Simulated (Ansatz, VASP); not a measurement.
**One calculation of LaB6, two programs**

```
CELL_PARAMETERS angstrom
4.15234 0.00000 0.00000
0.00000 4.15234 0.00000
0.00000 0.00000 4.15234
ATOMIC_POSITIONS crystal
La 0.00000 0.00000 0.00000
B 0.20008 0.50000 0.50000
B 0.79992 0.50000 0.50000
B 0.50000 0.50000 0.20008
B 0.50000 0.50000 0.79992
B 0.50000 0.20008 0.50000
B 0.50000 0.79992 0.50000
```

Alike in both runs: task single point; functional r2SCAN; k mesh 8 × 8 × 8; no spin polarisation.

```csv
,VASP,Ansatz
version,VASP 6.6.1,Ansatz 0.2.0
potentials or method,"VASP PAW PBE potentials, release 64 (La, B), cutoff 520 eV","scalar-relativistic, plane waves, PAW"
occupations,"methfessel-paxton of order 1, width 0.01 eV","cold, width 0.01 eV"
valence electrons in the cell,29,29
```

Ansatz gave:

```
gap on the k mesh at the Fermi level (eV) : none
pressure (GPa)                            : 0.0
rms of the force components (eV/Å)        : 0.002
```

Q: Estimate VASP's values.

A: gap on the k mesh at the Fermi level (eV): none; pressure (GPa): 0.0; rms of the force components (eV/Å): 0.014.

VASP's potentials were made for PBE, not for r2SCAN. Atom by atom the forces differ by 0.012 eV/Å (rms over components). A gap of «none» marks a metal or a gap that the smearing closes.

Neither program's run includes spin-orbit coupling.
